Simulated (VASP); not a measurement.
Fe3Ge:

```
CELL_PARAMETERS angstrom
3.72052 0.00000 0.00000
0.00000 3.72052 0.00000
0.00000 0.00000 3.72052
ATOMIC_POSITIONS crystal
Fe 0.00000 0.50000 0.50000
Fe 0.50000 0.50000 0.00000
Fe 0.50000 0.00000 0.50000
Ge 0.00000 0.00000 0.00000
```

This cell differs from its parent crystal: volume scaled by 1.05.

Base run:

- Program: VASP 6.6.1
- Functional: PBEsol
- Potentials or basis: VASP PAW PBE potentials, release 64 (Fe, Ge_d)
- Cutoff: 520 eV
- k mesh: 9 × 9 × 9
- Occupations: fermi-dirac, width 0.03 eV
- Spin: no spin polarisation

Its results: pressure -30.3 GPa.

Q: The run is repeated on the same cell with these changes: spin from no spin polarisation to collinear spin, ferromagnetic start; further incar settings from ALGO = Normal; EDIFF = 1e-07; NBANDS = 27 to ALGO = Normal; EDIFF = 1e-06; NBANDS = 31. What comes out?

A: Pressure -16.2 GPa; net moment 6.91 μB per cell; site moments Fe +2.35; Ge -0.13 μB.

Caveats: the PAW data sets were made with another functional, which shifts forces and pressure a little.
